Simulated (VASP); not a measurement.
# LiH (P6_3/mmc) in VASP: vibrations by perturbation theory with PBE

Aim: the vibrations by perturbation theory of LiH with PBE.

Everything below comes from runs of VASP 6.6.1. Logs are shortened: lines on timing, memory, paths and dates and some standing lists are left out, and cuts for length are marked.

## 1. The cell of the first run

It takes space group P6_3/mmc (No. 194, hexagonal). Conventional cell: a = 2.781 Å, b = 2.781 Å, c = 4.884 Å, α = 90.00°, β = 90.00°, γ = 120.00°. Within 2.7 Å of Li (site symmetry -3m) lie 6 H at 2.02 Å and 2 Li at 2.44 Å. H (site symmetry -6m2) has 6 Li at 2.02 Å within 2.7 Å.

## 2. Vibrations by perturbation theory, PBE

Input file INCAR:

```
SYSTEM = LiH
  ALGO = Normal
  EDIFF = 1E-8
  ENCUT = 520
  GGA = PE
  IBRION = 8
  ISIF = 2
  ISMEAR = 0
  LASPH = .True.
  LCHARG = .True.
  LEPSILON = .True.
  LREAL = .False.
  LWAVE = .False.
  NBANDS = 12
  NELM = 100
  NSW = 1
  PREC = Accurate
  SIGMA = 0.01
```

Input file KPOINTS:

```
k-points
0
Gamma
  12 12 6
  0 0 0
```

Input file POSCAR:

```
LiH
1.0
    2.7811396963      0.0000000000      0.0000000000
   -1.3905698481      2.4085376285      0.0000000000
    0.0000000000      0.0000000000      4.8842976950
Li H
2 2
Direct
    0.0000000000      0.0000000000      0.0000000000
    0.0000000000      0.0000000000      0.5000000000
    0.6666666667      0.3333333333      0.2500000000
    0.3333333333      0.6666666667      0.7500000000
```

Potentials or basis: VASP PAW PBE potentials, release 64 (Li_sv, H).

Started as:

```bash
$ cat potpaw_PBE.64/Li_sv/POTCAR potpaw_PBE.64/H/POTCAR > POTCAR
$ mpirun -np 1 vasp_std > vasp.out
```

OUTCAR:

```text
SYSTEM = LiH
   EDIFF = 1E-8
   ENCUT = 520
   GGA = PE
   IBRION = 8
   ISIF = 2
   ISMEAR = 0
   LASPH = .True.
   LEPSILON = .True.
   LREAL = .False.
   NELM = 100
   NSW = 1
   PREC = Accurate

 ion  position               nearest neighbor table
   1  0.000  0.000  0.000-   2 2.44   2 2.44
   2  0.000  0.000  0.500-   1 2.44   1 2.44
   3  0.667  0.333  0.250-
   4  0.333  0.667  0.750-

  LATTYP: Found a hexagonal cell.
 ALAT       =     2.7811396963
 C/A-ratio  =     1.7562216315

  Lattice vectors:

 A1 = (   2.7811396963,   0.0000000000,   0.0000000000)
 A2 = (  -1.3905698481,   2.4085376285,   0.0000000000)
 A3 = (   0.0000000000,   0.0000000000,   4.8842976950)

Analysis of symmetry for initial positions (statically):
=====================================================================
 Subroutine PRICEL returns:
 Original cell was already a primitive cell.

 Routine SETGRP: Setting up the symmetry group for a
 hexagonal supercell.

 Subroutine GETGRP returns: Found 24 space group operations
 (whereof 12 operations were pure point group operations)
 out of a pool of 24 trial point group operations.

The static configuration has the point symmetry D_3d.
 The point group associated with its full space group is D_6h.

Analysis of symmetry for dynamics (positions and initial velocities):
=====================================================================
 Subroutine PRICEL returns:
 Original cell was already a primitive cell.

 Routine SETGRP: Setting up the symmetry group for a
 hexagonal supercell.

 Subroutine GETGRP returns: Found 24 space group operations
 (whereof 12 operations were pure point group operations)
 out of a pool of 24 trial point group operations.

The dynamic configuration has the point symmetry D_3d.
 The point group associated with its full space group is D_6h.

 Subroutine INISYM returns: Found 24 space group operations
 (whereof 12 operations are pure point group operations),
 and found     1 'primitive' translations

----------------------------------------------------------------------------------------

                                     Primitive cell

  volume of cell :      32.7174

  direct lattice vectors                    reciprocal lattice vectors
     2.781139696  0.000000000  0.000000000     0.359564822  0.207594847  0.000000000
    -1.390569848  2.408537628  0.000000000     0.000000000  0.415189694  0.000000000
     0.000000000  0.000000000  4.884297695     0.000000000  0.000000000  0.204737725

  length of vectors
     2.781139696  2.781139696  4.884297695     0.415189694  0.415189694  0.204737725

  position of ions in fractional coordinates (direct lattice)
     0.000000000  0.000000000  0.000000000
     0.000000000  0.000000000  0.500000000
     0.666666667  0.333333333  0.250000000
     0.333333333  0.666666667  0.750000000

  ion indices of the primitive-cell ions
   primitive index   ion index
                 1           1
                 2           2
                 3           3
                 4           4

----------------------------------------------------------------------------------------

 KPOINTS: k-points

Automatic generation of k-mesh.
 Grid dimensions read from file:
 generate k-points for:   12   12    6

 Generating k-lattice:

  Cartesian coordinates                     Fractional coordinates (reciprocal lattice)
     0.029963735  0.017299571  0.000000000     0.083333333 -0.000000000  0.000000000
     0.000000000  0.034599141  0.000000000     0.000000000  0.083333333  0.000000000
     0.000000000  0.000000000  0.034122954     0.000000000  0.000000000  0.166666667

  Length of vectors
     0.034599141  0.034599141  0.034122954

  Shift w.r.t. Gamma in fractional coordinates (k-lattice)
[... 506 lines left out ...]
  free energy    TOTEN  =        -0.30688243 eV

  energy without entropy =       -0.30688243

------------------------ aborting loop because EDIFF is reached ----------------------------------------

--------------------------------------- Ionic step        2  -------------------------------------------

------------------------ aborting loop because EDIFF is reached ----------------------------------------

--------------------------------------- Ionic step        3  -------------------------------------------

------------------------ aborting loop because EDIFF is reached ----------------------------------------

 PIEZOELECTRIC TENSOR FIELD DIRECTION 3  (e Angst)
 -----------------------------------------------------------------------------
    -0.00093 -0.00000  0.00000           ( -0.00001 -0.00000  0.00000)
    -0.00000 -0.00093 -0.00000           ( -0.00000 -0.00001 -0.00000)
     0.00000 -0.00000  0.00089           (  0.00000 -0.00000 -0.00001)

 PIEZOELECTRIC TENSOR FIELD DIRECTION 3  (C/m^2)
 -----------------------------------------------------------------------------
    -0.00046 -0.00000  0.00000
    -0.00000 -0.00046 -0.00000
     0.00000 -0.00000  0.00044

[... ionic steps 4 to 9 ...]

--------------------------------------- Ionic step       10  -------------------------------------------

------------------------ aborting loop because EDIFF is reached ----------------------------------------

[... ionic steps 11 to 11 ...]

--------------------------------------- Ionic step       12  -------------------------------------------

 Free energy of the ion-electron system (eV)
  ---------------------------------------------------
  ---------------------------------------------------
  free energy    TOTEN  =        -0.01897107 eV

  energy without entropy =       -0.01897107

------------------------ aborting loop because EDIFF is reached ----------------------------------------

 INTERNAL STRAIN TENSOR  FOR ION    3  DIRECTION 3   (eV/Angst):
 -----------------------------------------------------------------------------
     0.00144  0.00000 -0.00000
     0.00000  0.00144 -0.00000
     0.00000  0.00000 -0.00071

 MACROSCOPIC STATIC DIELECTRIC TENSOR (including local field effects in DFT)
 ------------------------------------------------------
           3.984698     0.000000     0.000000
           0.000000     3.984698    -0.000000
          -0.000000    -0.000000     3.850025
 ------------------------------------------------------

 PIEZOELECTRIC TENSOR (including local field effects)  for field in x, y, z        (e  Angst)
          XX          YY          ZZ          XY          YZ          ZX
  --------------------------------------------------------------------------------
  x     0.00000     0.00000     0.00000     0.00000     0.00000     0.00000
  y     0.00000     0.00000     0.00000     0.00000     0.00000     0.00000
  z     0.00000     0.00000     0.00000     0.00000     0.00000     0.00000

 PIEZOELECTRIC TENSOR (including local field effects)  for field in x, y, z        (C/m^2)
          XX          YY          ZZ          XY          YZ          ZX
  --------------------------------------------------------------------------------
  x     0.00000     0.00000     0.00000     0.00000     0.00000     0.00000
  y     0.00000     0.00000     0.00000     0.00000     0.00000     0.00000
  z     0.00000     0.00000     0.00000     0.00000     0.00000     0.00000

 BORN EFFECTIVE CHARGES (including local field effects) (in |e|, cummulative output)
 ---------------------------------------------------------------------------------
 ion    1
    1     0.94666     0.00000     0.00000
    2     0.00000     0.94666    -0.00000
    3    -0.00000     0.00000     0.97089
 ion    2
    1     0.94666     0.00000    -0.00000
    2     0.00000     0.94666     0.00000
    3     0.00000     0.00000     0.97089
 ion    3
    1    -0.94666    -0.00000    -0.00000
    2    -0.00000    -0.94666     0.00000
    3     0.00000     0.00000    -0.97089
 ion    4
    1    -0.94666    -0.00000    -0.00000
    2    -0.00000    -0.94666     0.00000
    3     0.00000     0.00000    -0.97089

 INTERNAL STRAIN TENSOR FOR ION    4 for displacements in x,y,z  (eV/Angst):
          X           Y           Z          XY          YZ          ZX
  --------------------------------------------------------------------------------
  x     0.00000    -0.00000     0.00000     0.05105     0.00000     0.00000
  y     0.05105    -0.05105    -0.00000    -0.00000     0.00000     0.00000
  z     0.00000     0.00000     0.00000     0.00000     0.00000     0.00000

 SECOND DERIVATIVES (NOT SYMMETRIZED)
 ------------------------------------
               1X          1Y          1Z          2X          2Y          2Z          3X          3Y          3Z          4X          4Y          4Z
  1X    -0.765852   -0.000000    0.000000   -0.410222   -0.000000    0.000000    0.588037    0.000000    0.000000    0.588037    0.000000    0.000000
  1Y    -0.000000   -0.765852    0.000000   -0.000000   -0.410222    0.000000    0.000000    0.588037    0.000000    0.000000    0.588037    0.000000
  1Z    -0.000000   -0.000000   -5.118847    0.000000    0.000000    3.891047    0.000000    0.000000    0.613900    0.000000    0.000000    0.613900
  2X    -0.410222   -0.000000    0.000000   -0.765852   -0.000000    0.000000    0.588037    0.000000    0.000000    0.588037    0.000000    0.000000
  2Y    -0.000000   -0.410222    0.000000   -0.000000   -0.765852    0.000000    0.000000    0.588037    0.000000    0.000000    0.588037    0.000000
  2Z    -0.000000   -0.000000    3.891047    0.000000   -0.000000   -5.118847   -0.000000   -0.000000    0.613900   -0.000000    0.000000    0.613900
  3X     0.580874    0.000000    0.000000    0.580874    0.000000    0.000000   -1.514855   -0.000000    0.000000    0.353107    0.000000    0.000000
  3Y     0.000000    0.580874   -0.000000    0.000000    0.580874    0.000000   -0.000000   -1.514855    0.000000    0.000000    0.353107    0.000000
  3Z     0.000000   -0.000000    0.611161   -0.000000    0.000000    0.611161    0.000000   -0.000000   -2.721027   -0.000000   -0.000000    1.498704
  4X     0.580874    0.000000    0.000000    0.580874    0.000000    0.000000    0.353107    0.000000    0.000000   -1.514855   -0.000000    0.000000
  4Y     0.000000    0.580874   -0.000000    0.000000    0.580874    0.000000    0.000000    0.353107    0.000000   -0.000000   -1.514855    0.000000
  4Z     0.000000   -0.000000    0.611161   -0.000000    0.000000    0.611161   -0.000000   -0.000000    1.498704    0.000000   -0.000000   -2.721027

 Eigenvectors and eigenvalues of the dynamical matrix
 ----------------------------------------------------

   1 f  =   32.113907 THz   201.777626 2PiTHz 1071.204620 cm-1   132.812386 meV
             X         Y         Z           dx          dy          dz
      0.000000  0.000000  0.000000    -0.000000    0.000000    0.000000
      0.000000  0.000000  2.442149    -0.000000    0.000000   -0.000000
      1.390570  0.802846  1.221074    -0.000000    0.000000   -0.707107
     -0.000000  1.605692  3.663223     0.000000   -0.000000    0.707107
[... 71 lines left out ...]
  12 f/i=    0.036678 THz     0.230452 2PiTHz    1.223434 cm-1     0.151686 meV
             X         Y         Z           dx          dy          dz
      0.000000  0.000000  0.000000    -0.659887   -0.038118    0.000000
      0.000000  0.000000  2.442149    -0.659887   -0.038118    0.000000
      1.390570  0.802846  1.221074    -0.250771   -0.014486    0.000000
     -0.000000  1.605692  3.663223    -0.250771   -0.014486    0.000000

--------------------------------------------------------------------------------------------------------

 MACROSCOPIC STATIC DIELECTRIC TENSOR IONIC CONTRIBUTION
 ------------------------------------------------------
           8.480471     0.000000     0.000000
           0.000000     8.480471    -0.000000
           0.000000    -0.000000     8.511298
 ------------------------------------------------------

 ELASTIC MODULI CONTR FROM IONIC RELAXATION (kBar)
 Direction    XX          YY          ZZ          XY          YZ          ZX
 --------------------------------------------------------------------------------
 XX          -0.1366      0.1366      0.0000     -0.0000      0.0000      0.0000
 YY           0.1366     -0.1366     -0.0000     -0.0000     -0.0000     -0.0000
 ZZ           0.0000     -0.0000     -0.0000     -0.0000     -0.0000     -0.0000
 XY          -0.0000     -0.0000     -0.0000     -0.1366      0.0000      0.0000
 YZ           0.0000     -0.0000     -0.0000      0.0000     -0.0000     -0.0000
 ZX           0.0000     -0.0000     -0.0000      0.0000     -0.0000     -0.0000
 --------------------------------------------------------------------------------

 PIEZOELECTRIC TENSOR IONIC CONTR  for field in x, y, z        (C/m^2)
          XX          YY          ZZ          XY          YZ          ZX
  --------------------------------------------------------------------------------
  x     0.00000    -0.00000    -0.00000    -0.00000     0.00000     0.00000
  y     0.00000    -0.00000    -0.00000     0.00000     0.00000     0.00000
  z     0.00000    -0.00000    -0.00000    -0.00000     0.00000     0.00000
```

Wall time 14 min (1 thread of AMD EPYC 9R14 (Zen 4), shared host); peak memory 0.33 GiB.

What came out:

```yaml
Electronic_dielectric_tensor_diagonal: 3.98, 3.98, 3.85
Born_charges_mean_of_the_diagonal: Li +0.95; H -0.95 e
Highest_phonon_frequency_at_Γ_LO-TO_splitting_left_out: 1071 cm⁻¹
```

Phonon frequencies in cm⁻¹ (negative: imaginary):
| q point | frequencies |
| --- | --- |
| (0.000, 0.000, 0.000) | -1 -1 0 117 117 591 601 601 616 713 713 1071 |

Electronic dielectric tensor:
```
3.98 0.00 0.00
0.00 3.98 0.00
0.00 0.00 3.85
```

Born effective charge tensors (e):
atom 1, Li
```
0.95 0.00 0.00
0.00 0.95 0.00
0.00 0.00 0.97
```
atom 2, Li
```
0.95 0.00 0.00
0.00 0.95 0.00
0.00 0.00 0.97
```
atom 3, H
```
-0.95  0.00  0.00
 0.00 -0.95  0.00
 0.00  0.00 -0.97
```
atom 4, H
```
-0.95  0.00  0.00
 0.00 -0.95  0.00
 0.00  0.00 -0.97
```
